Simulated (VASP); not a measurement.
# SiC3 (R3m) in VASP: a series of runs

SiC3 is run at these levels: PBE; tasks: single point.

All numbers are computed with VASP 6.6.1; they aren't measurements. Logs are shortened: lines on timing, memory, paths and dates and some standing lists are left out, and cuts for length are marked.

### 1 The cell of the first run

It takes space group R3m (No. 160, trigonal). Conventional cell: a = 2.780 Å, b = 2.780 Å, c = 13.795 Å, α = 90.00°, β = 90.00°, γ = 120.00°. Within 2.2 Å of C (site symmetry 3m) lie 3 C at 1.69 Å and 1 Si at 1.86 Å. Within 2.0 Å of C (site symmetry 3m) lie 1 C at 1.51 Å and 3 Si at 1.76 Å. C (site symmetry 3m) has 4 C at 1.51 to 1.69 Å within 2.0 Å. Si (site symmetry 3m) has 4 C at 1.76 to 1.86 Å within 2.3 Å.

### 2 Single point, PBE (volume changed by -6%)

INCAR

```
SYSTEM = SiC3
PREC = Accurate
ENCUT = 520
EDIFF = 1E-6
ISMEAR = 0
SIGMA = 0.01
LREAL = .FALSE.
LASPH = .TRUE.
NELM = 80
ALGO = Normal
ISIF = 2
LWAVE = .FALSE.
LCHARG = .FALSE.
GGA = PE
NBANDS = 16
```

KPOINTS

```
Automatic mesh
0
G
  8 8 8
  0 0 0
```

POSCAR

```
SiC3
1.0
    1.3902140122      0.8026404342      4.5984080858
   -1.3902140122      0.8026404342      4.5984080858
    0.0000000000     -1.6052808684      4.5984080858
C Si
3 1
Direct
    1.0086192312      0.0086192312      0.0086192312
    0.4883538732      0.4883538732      0.4883538732
    0.3791214684      0.3791214684      0.3791214684
    0.8739054272      0.8739054272      0.8739054272
```

Potentials or basis: VASP PAW PBE potentials, release 64 (C, Si).

Run with:

```bash
cat potpaw_PBE.64/C/POTCAR potpaw_PBE.64/Si/POTCAR > POTCAR
mpirun -np 1 vasp_std > vasp.out
```

OUTCAR:

```text
SYSTEM = SiC3
   PREC = Accurate
   ENCUT = 520
   EDIFF = 1E-6
   ISMEAR = 0
   LREAL = .FALSE.
   LASPH = .TRUE.
   NELM = 80
   ISIF = 2
   GGA = PE

 ion  position               nearest neighbor table
   1  0.009  0.009  0.009-   3 1.69   3 1.69   3 1.69   4 1.86
   2  0.488  0.488  0.488-   3 1.51   4 1.76   4 1.76   4 1.76
   3  0.379  0.379  0.379-   2 1.51   1 1.69   1 1.69   1 1.69
   4  0.874  0.874  0.874-   2 1.76   2 1.76   2 1.76   1 1.86

  LATTYP: Found a trigonal (rhomboedric) cell.
 ALAT       =     4.8705526986
 COS(alpha) =     0.8370565808

  Lattice vectors:

 A1 = (   1.3902140122,   0.8026404342,   4.5984080858)
 A2 = (  -1.3902140122,   0.8026404342,   4.5984080858)
 A3 = (   0.0000000000,  -1.6052808684,   4.5984080858)

Analysis of symmetry for initial positions (statically):
=====================================================================
 Subroutine PRICEL returns:
 Original cell was already a primitive cell.

 Routine SETGRP: Setting up the symmetry group for a
 trigonal (rhombohedral) supercell.

 Subroutine GETGRP returns: Found  6 space group operations
 (whereof  6 operations were pure point group operations)
 out of a pool of 12 trial point group operations.

The static configuration has the point symmetry C_3v.

Analysis of symmetry for dynamics (positions and initial velocities):
=====================================================================
 Subroutine PRICEL returns:
 Original cell was already a primitive cell.

 Routine SETGRP: Setting up the symmetry group for a
 trigonal (rhombohedral) supercell.

 Subroutine GETGRP returns: Found  6 space group operations
 (whereof  6 operations were pure point group operations)
 out of a pool of 12 trial point group operations.

The dynamic configuration has the point symmetry C_3v.

 Subroutine INISYM returns: Found  6 space group operations
 (whereof  6 operations are pure point group operations),
 and found     1 'primitive' translations

----------------------------------------------------------------------------------------

                                     Primitive cell

  volume of cell :      30.7866

  direct lattice vectors                    reciprocal lattice vectors
     1.390214012  0.802640434  4.598408086     0.359656855  0.207647982  0.072488854
    -1.390214012  0.802640434  4.598408086    -0.359656855  0.207647982  0.072488854
     0.000000000 -1.605280868  4.598408086     0.000000000 -0.415295965  0.072488854

  length of vectors
     4.870552699  4.870552699  4.870552699     0.421574871  0.421574871  0.421574871

  position of ions in fractional coordinates (direct lattice)
     0.008619231  0.008619231  0.008619231
     0.488353873  0.488353873  0.488353873
     0.379121468  0.379121468  0.379121468
     0.873905427  0.873905427  0.873905427

  ion indices of the primitive-cell ions
   primitive index   ion index
                 1           1
                 2           2
                 3           3
                 4           4

----------------------------------------------------------------------------------------

 KPOINTS: Automatic mesh

Automatic generation of k-mesh.
 Grid dimensions read from file:
 generate k-points for:    8    8    8

 Generating k-lattice:

  Cartesian coordinates                     Fractional coordinates (reciprocal lattice)
     0.044957107  0.025955998  0.009061107     0.125000000  0.000000000  0.000000000
    -0.044957107  0.025955998  0.009061107     0.000000000  0.125000000  0.000000000
     0.000000000 -0.051911996  0.009061107     0.000000000  0.000000000  0.125000000

  Length of vectors
     0.052696859  0.052696859  0.052696859

  Shift w.r.t. Gamma in fractional coordinates (k-lattice)
     0.000000000  0.000000000  0.000000000

 Subroutine IBZKPT returns following result:
 ===========================================

 Found     65 irreducible k-points:

 Following reciprocal coordinates:
            Coordinates               Weight
  0.000000  0.000000  0.000000      1.000000
  0.125000 -0.000000  0.000000      6.000000
  0.250000 -0.000000  0.000000      6.000000
  0.375000 -0.000000  0.000000      6.000000
  0.500000 -0.000000  0.000000      3.000000
  0.125000  0.125000  0.000000      6.000000
[... 16 lines left out ...]
  0.250000  0.125000  0.125000      6.000000
  0.375000  0.125000  0.125000      6.000000
 [... further k-points ...]
   k-points           NKPTS =     65   k-points in BZ     NKDIM =     65   number of bands    NBANDS=     16
   number of dos      NEDOS =    301   number of ions     NIONS =      4
   total plane-waves  NPLWV =  46656
   dimension x,y,z NGX =    36 NGY =   36 NGZ =   36
   dimension x,y,z NGXF=    72 NGYF=   72 NGZF=   72
   ions per type =               3   1
   NGX,Y,Z   is equivalent  to a cutoff of  12.29, 12.29, 12.29 a.u.
   NGXF,Y,Z  is equivalent  to a cutoff of  24.58, 24.58, 24.58 a.u.
 SYSTEM =  SiC3
   PREC   = accura    normal or accurate (medium, high low for compatibility)
   ISTART =      0    job   : 0-new  1-cont  2-samecut
   ICHARG =      2    charge: 1-file 2-atom 10-const
   ISPIN  =      1    spin polarized calculation?
   LNONCOLLINEAR =      F non collinear calculations
   LSORBIT =      F    spin-orbit coupling
   LASPH  =      T    aspherical Exc in radial PAW
   ENCUT  =  520.0 eV  38.22 Ry    6.18 a.u.   9.06  9.06  9.06*2*pi/ulx,y,z
   NELM   =     80;   NELMIN=  2; NELMDL= -5     # of ELM steps
   EDIFF  = 0.1E-05   stopping-criterion for ELM
   LREAL  =      F    real-space projection
   EDIFFG = 0.1E-04   stopping-criterion for IOM
   NSW    =      0    number of steps for IOM
   IBRION =     -1    ionic relax: 0-MD 1-quasi-New 2-CG
   NFREE  =      0    steps in history (QN), initial steepest desc. (CG)
   ISIF   =      2    stress and relaxation
   ISYM   =      2    0-nonsym 1-usesym 2-fastsym
   POTIM  = 0.5000    time-step for ionic-motion
   TEBEG  =    0.0;   TEEND  =   0.0 temperature during run
   PSTRESS=    0.0 pullay stress
   NELECT =      16.0000    total number of electrons
   NUPDOWN=      -1.0000    fix difference up-down
   EMIN   =  10.00;   EMAX   =-10.00  energy-range for DOS
   EFERMI =   0.00;   METHOD = LEGACY
   ISMEAR =     0;   SIGMA  =   0.01  broadening in eV -4-tet -1-fermi 0-gaus
   EFERMI_NEDOS =   21; number of points for ismear=-14 and -15
   IALGO  =     38    algorithm
   IMIX   =      4    mixing-type and parameters
     AMIX     =   0.40;   BMIX     =  1.00
     AMIX_MAG =   1.60;   BMIX_MAG =  1.00
  volume/ion in A,a.u.               =       7.70        51.94
  Fermi-wavevector in a.u.,A,eV,Ry     =   1.316218  2.487290 23.571122  1.732429
  Thomas-Fermi vector in A             =   2.446345
   LORBIT       =      0    0 simple, 1 ext, 2 COOP (PROOUT), +10 PAW based schemes
   GGA     = PE    functional components
   LHFCALC =     F    Hartree Fock is set to
   AEXX    =    0.0000 exact exchange contribution
   IVDW    =     0    specifies the selected vdW correction
   LEPSILON=     F    determine dielectric tensor
   LRPA    =     F    only Hartree local field effects (RPA)
 non-spin polarized calculation
 Gauss-broadening in eV      SIGMA  =   0.01
  energy-cutoff  :      520.00
  volume of cell :       30.79
 maximum number of plane-waves:       840
   NGX = 19   NGY = 19   NGZ = 19

 number of electron      16.0000000 magnetization

 Free energy of the ion-electron system (eV)
  ---------------------------------------------------
  ext. energy  EPLUGINS =         0.00000000
  ---------------------------------------------------
  free energy    TOTEN  =       -30.92807433 eV

  energy without entropy =      -30.92807433  energy(sigma->0) =      -30.92807433

 E-fermi :  10.0253     XC(G=0): -12.2609

 val. band max:        9.8808344407   @ k =   0.0000   0.0000   0.0000
 cond. band min:      11.3551949913   @ k =   0.5000   0.5000   0.0000
 fundamental gap:      1.4743605506
 Fermi energy:        10.0252639293

 k-point     1 :       0.0000    0.0000    0.0000
  band No.  band energies     occupation
      1      -9.2260      2.00000
      2      -4.2594      2.00000
      3      -1.9234      2.00000
      4       6.8560      2.00000
      5       6.8560      2.00000
      6       8.8059      2.00000
[... 8 lines left out ...]
     15      18.8035      0.00000
     16      23.5020      0.00000

 k-point     2 :       0.1250   -0.0000    0.0000
  band No.  band energies     occupation
      1      -8.9000      2.00000
      2      -4.0397      2.00000
      3      -1.5572      2.00000
      4       5.3922      2.00000
      5       6.4139      2.00000
      6       8.2250      2.00000
[... 8 lines left out ...]
     15      19.7470      0.00000
     16      23.8285      0.00000

 k-point     3 :       0.2500   -0.0000    0.0000
  band No.  band energies     occupation
      1      -7.9405      2.00000
      2      -3.3942      2.00000
      3      -0.6065      2.00000
      4       2.7300      2.00000
      5       5.5535      2.00000
      6       5.7269      2.00000
[... 8 lines left out ...]
     15      21.1721      0.00000
     16      22.6932      0.00000

 k-point     4 :       0.3750   -0.0000    0.0000
  band No.  band energies     occupation
      1      -6.4352      2.00000
      2      -2.6948      2.00000
      3      -0.4565      2.00000
      4       1.7308      2.00000
      5       3.1632      2.00000
      6       4.8687      2.00000
[... 8 lines left out ...]
     15      21.5436      0.00000
     16      22.7142      0.00000
[... 324 lines left out ...]
 k-point    22 :       0.1250    0.1250    0.1250
  band No.  band energies     occupation
      1      -9.1504      2.00000
      2      -4.7928      2.00000
      3      -1.2439      2.00000
      4       6.8660      2.00000
      5       6.8660      2.00000
      6       8.3114      2.00000
[... 8 lines left out ...]
     15      18.8884      0.00000
     16      23.5775      0.00000

 k-point    23 :       0.2500    0.1250    0.1250
  band No.  band energies     occupation
      1      -8.7769      2.00000
      2      -4.7820      2.00000
      3      -0.5800      2.00000
      4       5.3294      2.00000
      5       6.4802      2.00000
      6       7.7726      2.00000
[... 8 lines left out ...]
     15      19.7486      0.00000
     16      23.0594      0.00000

 k-point    24 :       0.3750    0.1250    0.1250
  band No.  band energies     occupation
      1      -7.7782      2.00000
      2      -4.1990      2.00000
      3       0.4275      2.00000
      4       2.6981      2.00000
      5       5.5946      2.00000
      6       6.0895      2.00000
[... 8 lines left out ...]
     15      21.0501      0.00000
     16      22.2421      0.00000

 [... further k-points ...]

------------------------ aborting loop because EDIFF is reached ----------------------------------------

  FORCE on cell =-STRESS in cart. coord.  units (eV):
  Direction    XX          YY          ZZ          XY          YZ          ZX
  --------------------------------------------------------------------------------------
  -------------------------------------------------------------------------------------
  Total        3.4911052      3.4911052      4.1159211      0.0000000     -0.0000000      0.0000000
  in kB      181.6820693    181.6820693    214.1983745      0.0000000     -0.0000000      0.0000000
  external PRESSURE =     192.5208377 kB  Pullay stress =       0.0000000 kB

 VOLUME and BASIS-vectors are now :
 -----------------------------------------------------------------------------
  energy-cutoff  :      520.00
  volume of cell :       30.79
      direct lattice vectors                 reciprocal lattice vectors
     1.390214012  0.802640434  4.598408086     0.359656855  0.207647982  0.072488854
    -1.390214012  0.802640434  4.598408086    -0.359656855  0.207647982  0.072488854
     0.000000000 -1.605280868  4.598408086     0.000000000 -0.415295965  0.072488854

 POSITION                                       TOTAL-FORCE (eV/Angst)
 -----------------------------------------------------------------------------------
      0.00000      0.00000      0.11890         0.000000      0.000000      0.141734
      0.00000      0.00000      6.73695         0.000000      0.000000     -0.095956
      0.00000      0.00000      5.23007         0.000000     -0.000000     -0.447600
      0.00000      0.00000     12.05572         0.000000     -0.000000      0.401822
 -----------------------------------------------------------------------------------
    total drift:                                0.000000     -0.000000     -0.000301

  FREE ENERGIE OF THE ION-ELECTRON SYSTEM (eV)
  ---------------------------------------------------
  free  energy   TOTEN  =       -30.9280743250 eV

  energy  without entropy=      -30.9280743250  energy(sigma->0) =      -30.92807433
```

It took 88 s on 1 thread of Intel Xeon 8259CL, shared host; peak memory 0.2 GiB.

Results:

```yaml
Free_energy: -30.9281 eV
Pressure: 19.3 GPa
Largest_force: 0.448 eV/Å
Band_gap_on_the_k_mesh: 1.47 eV, indirect (least direct gap 3.14 eV)
```

Forces in eV/Å, atoms in the order of the input:
```
C    0.000  0.000  0.142
C    0.000  0.000 -0.096
C    0.000  0.000 -0.448
Si   0.000  0.000  0.402
```

Stress tensor (GPa, compression positive):
```
18.17  0.00  0.00
 0.00 18.17  0.00
 0.00  0.00 21.42
```

 A k mesh can miss the band edges.

### 3 Single point, PBE (volume changed by -3%)

Edit INCAR of step 2 so:

```diff
@@ -12,4 +12,6 @@
 LWAVE = .FALSE.
-LCHARG = .FALSE.
+LCHARG = .TRUE.
 GGA = PE
+LELF = .TRUE.
+LVHAR = .TRUE.
 NBANDS = 16
```

KPOINTS

```
regular mesh
0
G
  8 8 8
  0 0 0
```

POSCAR

```
SiC3
1.0
    1.4048489194      0.8110899018      4.6468159387
   -1.4048489194      0.8110899018      4.6468159387
    0.0000000000     -1.6221798036      4.6468159387
C Si
3 1
Direct
    1.0086192312      0.0086192312      0.0086192312
    0.4883538732      0.4883538732      0.4883538732
    0.3791214684      0.3791214684      0.3791214684
    0.8739054272      0.8739054272      0.8739054272
```

Potentials or basis: VASP PAW PBE potentials, release 64 (C, Si).

Run with:

```bash
cat potpaw_PBE.64/C/POTCAR potpaw_PBE.64/Si/POTCAR > POTCAR
mpirun -np 1 vasp_std > vasp.out
```

It took 2.2 min on 1 thread of Intel Xeon 8259CL, shared host; peak memory 0.23 GiB.

It converged, with:

| Quantity | Value |
| --- | --- |
| Free energy | -31.0143 eV |
| Pressure | 8.9 GPa |
| Largest force | 0.224 eV/Å |
| Band gap on the k mesh | 1.49 eV, indirect (least direct gap 3.13 eV) |

Forces in eV/Å, atoms in the order of the input:
```
C    0.000  0.000  0.061
C    0.000  0.000 -0.023
C    0.000  0.000 -0.224
Si   0.000  0.000  0.186
```

Stress tensor (GPa, compression positive):
```
8.46 0.00 0.00
0.00 8.46 0.00
0.00 0.00 9.92
```

Levels at points of the mesh, in eV from the valence-band top:
```csv
k point,band 6,band 7,band 8,band 9,band 10,band 11
"(0.00, 0.00, 0.00)",-1.07,0.00,0.00,4.02,4.72,4.72
"(0.50, 0.00, 0.00)",-5.17,-5.12,-2.46,3.21,4.08,6.20
"(0.50, 0.50, 0.00)",-5.44,-2.44,-1.64,1.49,2.66,6.47
"(0.50, 0.50, 0.50)",-2.88,-0.34,-0.34,4.07,5.32,5.32
```

 A k mesh can miss the band edges.
